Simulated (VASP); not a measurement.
**Sr: single point with PBE**

Sr:

```xyz
4
Lattice="2.7916 0.0000 0.0000 -1.3958 2.4176 0.0000 0.0000 0.0000 8.9752" Properties=species:S:1:pos:R:3 pbc="T T T"
Sr    0.0000    0.0000    0.0000
Sr    0.0000    1.6117    2.2438
Sr    0.0000    0.0000    4.4876
Sr    1.3958    0.8059    6.7314
```

This isn't the form of Sr at room conditions, which is fcc.

| Item | Value |
| --- | --- |
| Program | VASP 6.6.1 |
| Task | single point |
| Functional | PBE |
| Potentials or basis | VASP PAW PBE potentials, release 64 (Sr_sv) |
| Cutoff | 520 eV |
| k mesh | 18 × 18 × 6 |
| Occupations | gaussian, width 0.1 eV |
| Spin | no spin polarisation |

The pressure is 94.2 GPa. The band gap on the k mesh is zero (bands 20 and 21 overlap by 2.21 eV).

Stress tensor (GPa, compression positive):
```
94.05  0.00  0.00
 0.00 94.05  0.00
 0.00  0.00 94.37
```

Levels at points of the mesh, in eV from the Fermi level:
| k point | band 17 | band 18 | band 19 | band 20 | band 21 | band 22 | band 23 | band 24 |
| --- | --- | --- | --- | --- | --- | --- | --- | --- |
| (0.00, 0.00, 0.00) | -2.15 | -1.66 | -0.79 | -0.71 | 2.49 | 2.49 | 2.76 | 2.76 |
| (0.50, 0.00, 0.00) | -3.74 | -3.58 | -2.35 | -1.66 | -0.95 | 0.52 | 0.65 | 2.39 |
| (0.00, 0.00, 0.50) | -1.75 | -1.75 | -0.74 | -0.74 | 2.82 | 2.82 | 2.83 | 2.83 |
| (0.50, 0.00, 0.50) | -3.21 | -3.21 | -2.15 | -2.15 | -1.13 | -1.13 | 2.05 | 2.05 |

Run time: 14 min on 1 thread of Oxide Virtual Turin-like Processor (shared host), peak memory 0.29 GiB.

Caveat: the cell stands under pressure.
